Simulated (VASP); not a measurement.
# Nb (Im-3m) in VASP: further runs

The runs below take Nb through single point, with r2SCAN.

All numbers are computed with VASP 6.6.1; they aren't measurements. Logs are shortened: lines on timing, memory, paths and dates and some standing lists are left out, and cuts for length are marked.

### Step 1. The cell of the first run

Symmetry: Im-3m, No. 229, cubic system. Conventional cell: a = 3.304 Å, b = 3.304 Å, c = 3.304 Å, α = 90.00°, β = 90.00°, γ = 90.00°. Nb (site symmetry m-3m) has 14 Nb at 2.86 to 3.30 Å within 3.8 Å.

### Step 2. Single point, r2SCAN

Contents of POSCAR:

```
Nb
1.0
   -1.6521519813      1.6521519813      1.6521519813
    1.6521519813     -1.6521519813      1.6521519813
    1.6521519813      1.6521519813     -1.6521519813
Nb
1
Direct
    0.0000000000      0.0000000000      0.0000000000
```

Contents of INCAR.step1:

```
PREC = Accurate
ENCUT = 520
ISMEAR = 0
SIGMA = 0.05
LREAL = False
LASPH = True
NELM = 60
NBANDS = 12
GGA = PE
ALGO = Normal
EDIFF = 1E-4
LWAVE = True
LCHARG = False
```

Contents of INCAR.step2:

```
PREC = Accurate
ENCUT = 520
EDIFF = 1E-6
ISMEAR = 0
SIGMA = 0.05
LREAL = False
LASPH = True
NELM = 60
ALGO = Normal
ISIF = 2
LWAVE = False
LCHARG = True
METAGGA = R2SCAN
LMIXTAU = True
LELF = True
LVHAR = True
NBANDS = 12
ISTART = 1
```

Contents of KPOINTS:

```
regular mesh
0
Gamma
  18 18 18
```

Potentials or basis: VASP PAW PBE potentials, release 64 (Nb_sv).

Run with:

```console
$ cat potpaw_PBE.64/Nb_sv/POTCAR > POTCAR
$ cp INCAR.step1 INCAR
$ mpirun -np 1 vasp_std > vasp.out
$ cp INCAR.step2 INCAR
$ mpirun -np 1 vasp_std > vasp.out
```

OUTCAR:

```text
PREC = Accurate
   ENCUT = 520
   EDIFF = 1E-6
   ISMEAR = 0
   LREAL = False
   LASPH = True
   NELM = 60
   ISIF = 2
   METAGGA = R2SCAN
   ISTART = 1

 ion  position               nearest neighbor table
   1  0.000  0.000  0.000-

  LATTYP: Found a body centered cubic cell.
 ALAT       =     3.3043039626

  Lattice vectors:

 A1 = (  -1.6521519813,   1.6521519813,   1.6521519813)
 A2 = (   1.6521519813,  -1.6521519813,   1.6521519813)
 A3 = (   1.6521519813,   1.6521519813,  -1.6521519813)

Analysis of symmetry for initial positions (statically):
=====================================================================
 Subroutine PRICEL returns:
 Original cell was already a primitive cell.

 Routine SETGRP: Setting up the symmetry group for a
 body centered cubic supercell.

 Subroutine GETGRP returns: Found 48 space group operations
 (whereof 48 operations were pure point group operations)
 out of a pool of 48 trial point group operations.

The static configuration has the point symmetry O_h .

Analysis of symmetry for dynamics (positions and initial velocities):
=====================================================================
 Subroutine PRICEL returns:
 Original cell was already a primitive cell.

 Routine SETGRP: Setting up the symmetry group for a
 body centered cubic supercell.

 Subroutine GETGRP returns: Found 48 space group operations
 (whereof 48 operations were pure point group operations)
 out of a pool of 48 trial point group operations.

The dynamic configuration has the point symmetry O_h .

 Subroutine INISYM returns: Found 48 space group operations
 (whereof 48 operations are pure point group operations),
 and found     1 'primitive' translations

----------------------------------------------------------------------------------------

                                     Primitive cell

  volume of cell :      18.0389

  direct lattice vectors                    reciprocal lattice vectors
    -1.652151981  1.652151981  1.652151981     0.000000000  0.302635596  0.302635596
     1.652151981 -1.652151981  1.652151981     0.302635596  0.000000000  0.302635596
     1.652151981  1.652151981 -1.652151981     0.302635596  0.302635596  0.000000000

  length of vectors
     2.861611173  2.861611173  2.861611173     0.427991365  0.427991365  0.427991365

  position of ions in fractional coordinates (direct lattice)
     0.000000000  0.000000000  0.000000000

  ion indices of the primitive-cell ions
   primitive index   ion index
                 1           1
[... 80 lines left out ...]
   POTIM  = 0.5000    time-step for ionic-motion
   TEBEG  =    0.0;   TEEND  =   0.0 temperature during run
   PSTRESS=    0.0 pullay stress
   NELECT =      13.0000    total number of electrons
   NUPDOWN=      -1.0000    fix difference up-down
   EMIN   =  10.00;   EMAX   =-10.00  energy-range for DOS
   EFERMI =   0.00;   METHOD = LEGACY
   ISMEAR =     0;   SIGMA  =   0.05  broadening in eV -4-tet -1-fermi 0-gaus
   EFERMI_NEDOS =   21; number of points for ismear=-14 and -15
   IALGO  =     38    algorithm
   IMIX   =      4    mixing-type and parameters
     AMIX     =   0.40;   BMIX     =  1.00
     AMIX_MAG =   1.60;   BMIX_MAG =  1.00
  volume/ion in A,a.u.               =      18.04       121.73
  Fermi-wavevector in a.u.,A,eV,Ry     =   1.467752  2.773649 29.310968  2.154295
  Thomas-Fermi vector in A             =   2.583332
   LORBIT       =      0    0 simple, 1 ext, 2 COOP (PROOUT), +10 PAW based schemes
   METAGGA = R2SCAN    functional components
   LHFCALC =     F    Hartree Fock is set to
   AEXX    =    0.0000 exact exchange contribution
   IVDW    =     0    specifies the selected vdW correction
   LEPSILON=     F    determine dielectric tensor
   LRPA    =     F    only Hartree local field effects (RPA)
 non-spin polarized calculation
 Gauss-broadening in eV      SIGMA  =   0.05
  energy-cutoff  :      520.00
  volume of cell :       18.04
 maximum number of plane-waves:       498
 NGX is ok and might be reduce to    24
   NGX = 11   NGY = 11   NGZ = 11

 number of electron      13.0000000 magnetization

 Free energy of the ion-electron system (eV)
  ---------------------------------------------------
  ext. energy  EPLUGINS =         0.00000000
  ---------------------------------------------------
  free energy    TOTEN  =       -24.84338938 eV

  energy without entropy =      -24.84086811  energy(sigma->0) =      -24.84212874

 E-fermi :  11.0846     XC(G=0): -13.6185

 val. band max:       11.0837466964   @ k =   0.2778   0.0556   0.0000
 cond. band min:      11.0854953982   @ k =   0.2778   0.0556   0.0556
 fundamental gap:      0.0017487018
 Fermi energy:        11.0846008145

 k-point     1 :       0.0000    0.0000    0.0000
  band No.  band energies     occupation
      1     -45.0444      2.00000
      2     -19.5866      2.00000
      3     -19.5866      2.00000
      4     -19.5866      2.00000
      5       4.8299      2.00000
      6      11.5581      0.00000
      7      11.5581      0.00000
      8      11.5581      0.00000
      9      14.6776      0.00000
     10      14.6776      0.00000
     11      25.9883      0.00000
     12      25.9883      0.00000
[... 331 lines left out ...]
 k-point    24 :       0.3889    0.1111    0.0000
  band No.  band energies     occupation
      1     -44.7769      2.00000
      2     -20.9384      2.00000
      3     -20.0783      2.00000
      4     -19.6624      2.00000
      5       7.6195      2.00000
      6       9.5423      2.00000
      7      12.1996      0.00000
      8      14.5251      0.00000
      9      15.6569      0.00000
     10      18.1253      0.00000
     11      23.6503      0.00000
     12      24.2763      0.00000

 [... further k-points ...]

------------------------ aborting loop because EDIFF is reached ----------------------------------------

  FORCE on cell =-STRESS in cart. coord.  units (eV):
  Direction    XX          YY          ZZ          XY          YZ          ZX
  --------------------------------------------------------------------------------------
  -------------------------------------------------------------------------------------
  Total       -0.0176441     -0.0176441     -0.0176441      0.0000000      0.0000000     -0.0000000
  in kB       -1.5671091     -1.5671091     -1.5671091      0.0000000      0.0000000     -0.0000000
  external PRESSURE =      -1.5671091 kB  Pullay stress =       0.0000000 kB

 VOLUME and BASIS-vectors are now :
 -----------------------------------------------------------------------------
  energy-cutoff  :      520.00
  volume of cell :       18.04
      direct lattice vectors                 reciprocal lattice vectors
    -1.652151981  1.652151981  1.652151981     0.000000000  0.302635596  0.302635596
     1.652151981 -1.652151981  1.652151981     0.302635596  0.000000000  0.302635596
     1.652151981  1.652151981 -1.652151981     0.302635596  0.302635596  0.000000000

 POSITION                                       TOTAL-FORCE (eV/Angst)
 -----------------------------------------------------------------------------------
      0.00000      0.00000      0.00000        -0.000000      0.000000     -0.000000
 -----------------------------------------------------------------------------------
    total drift:                                0.000000      0.000000     -0.000000

  FREE ENERGIE OF THE ION-ELECTRON SYSTEM (eV)
  ---------------------------------------------------
  free  energy   TOTEN  =       -24.8433893766 eV

  energy  without entropy=      -24.8408681078  energy(sigma->0) =      -24.84212874
```

It took 2.2 min on 1 thread of Intel Xeon 8259CL, shared host; peak memory 0.17 GiB.

Results:

```
Free energy : -24.8434 eV
Pressure    : -0.2 GPa
```

Caveat: the PAW data sets were made with another functional, which shifts forces and pressure a little.

### Step 3. Single point, r2SCAN

This run uses another cell than the first one, of 18.22 Å³/atom, 1.010 times its volume.

Contents of POSCAR:

```
Nb
1.0
   -1.6576511193      1.6576511193      1.6576511193
    1.6576511193     -1.6576511193      1.6576511193
    1.6576511193      1.6576511193     -1.6576511193
Nb
1
Direct
    0.0000000000      0.0000000000      0.0000000000
```

Contents of INCAR.step1:

```
SYSTEM = Nb
PREC = Accurate ; ENCUT = 520
ISMEAR = 0 ; SIGMA = 0.05
LREAL = .FALSE. ; LASPH = .TRUE.
NELM = 100 ; NBANDS = 12
GGA = PE ; ALGO = Normal
EDIFF = 1E-4 ; LWAVE = .TRUE.
LCHARG = .FALSE.
```

Contents of INCAR.step2:

```
SYSTEM = Nb
PREC = Accurate ; ENCUT = 520
EDIFF = 1E-6 ; ISMEAR = 0
SIGMA = 0.05 ; LREAL = .FALSE.
LASPH = .TRUE. ; NELM = 100
ALGO = Normal ; ISIF = 2
LWAVE = .FALSE. ; LCHARG = .FALSE.
METAGGA = R2SCAN ; LMIXTAU = .TRUE.
NBANDS = 12 ; ISTART = 1
```

Contents of KPOINTS:

```
Automatic mesh
0
G
  18 18 18
  0 0 0
```

Potentials or basis: VASP PAW PBE potentials, release 64 (Nb_sv).

Run with:

```console
$ cat potpaw_PBE.64/Nb_sv/POTCAR > POTCAR
$ cp INCAR.step1 INCAR
$ mpirun -np 1 vasp_std > vasp.out
$ cp INCAR.step2 INCAR
$ mpirun -np 1 vasp_std > vasp.out
```

Run time: 2 min. Hardware: 1 thread of Intel Xeon 8259CL, shared host; peak memory 0.17 GiB.

The run converged. Its results:

```yaml
Free_energy: -24.8423 eV
Pressure: -1.8 GPa
```

Levels at points of the mesh, in eV from the Fermi level:
| k point | band 4 | band 5 | band 6 | band 7 | band 8 | band 9 |
| --- | --- | --- | --- | --- | --- | --- |
| (0.00, 0.00, 0.00) | -30.71 | -6.24 | 0.48 | 0.48 | 0.48 | 3.56 |
| (0.50, 0.00, 0.00) | -30.72 | -3.83 | -1.65 | 2.22 | 3.57 | 4.29 |
| (0.50, 0.50, 0.50) | -31.66 | -3.79 | -3.79 | 5.81 | 5.81 | 5.81 |

Caveat: the PAW data sets were made with another functional, which shifts forces and pressure a little.
